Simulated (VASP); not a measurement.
Wanted: the native input for a VASP 6.6.1 run.

| Property | Result |
| --- | --- |
| Task | single point |
| Functional | PBE |
| Potentials or basis | VASP PAW PBE potentials, release 64 (Sn_d, Se) |
| Cutoff | 520 eV |
| k mesh | 10 × 10 × 6 |
| Occupations | gaussian, width 0.05 eV |
| Spin | no spin polarisation |
| Dipole correction | no |
| Further INCAR settings | ALGO = Normal; EDIFF = 1e-06; NBANDS = 20 |

The structure of SnSe2 lies in POSCAR:

```
SnSe2
1.0
    3.8110000000      0.0000000000      0.0000000000
   -1.9055000000      3.3004228138      0.0000000000
    0.0000000000      0.0000000000      6.1360000000
Sn Se
1 2
Direct
    0.0000000000      0.0000000000      0.0016297262
    0.6666666667      0.3333333333      0.7510000000
    0.3333333333      0.6666666667      0.2490000000
```

The input as run:

INCAR

```
SYSTEM = SnSe2
PREC = Accurate
ENCUT = 520
EDIFF = 1E-6
ISMEAR = 0
SIGMA = 0.05
LREAL = .False.
LASPH = .True.
NELM = 60
ALGO = Normal
ISIF = 2
LWAVE = .False.
LCHARG = .False.
GGA = PE
NBANDS = 20
```

KPOINTS

```
Automatic mesh
0
Gamma
  10 10 6
  0 0 0
```

Potentials or basis: VASP PAW PBE potentials, release 64 (Sn_d, Se).

Command:

```bash
$ cat potpaw_PBE.64/Sn_d/POTCAR potpaw_PBE.64/Se/POTCAR > POTCAR
$ mpirun -np 1 vasp_std > vasp.out
```

It gave:

The pressure is 5.6 GPa and the largest force is 0.888 eV/Å. The band gap on the k mesh is 0.73 eV (least direct gap 1.09 eV).

Caveat: the cell stands under pressure; spin-orbit coupling is left out, which moves the levels of the heavy elements; this functional lacks dispersion, which binds the layers, so the pressure and a relaxed spacing across them are unreliable.

Run time: 110 s on 1 thread of Intel(R) Xeon(R) Platinum 8259CL CPU @ 2.50GHz (Skylake/Cascade Lake), on a shared host, peak memory 0.25 GiB.
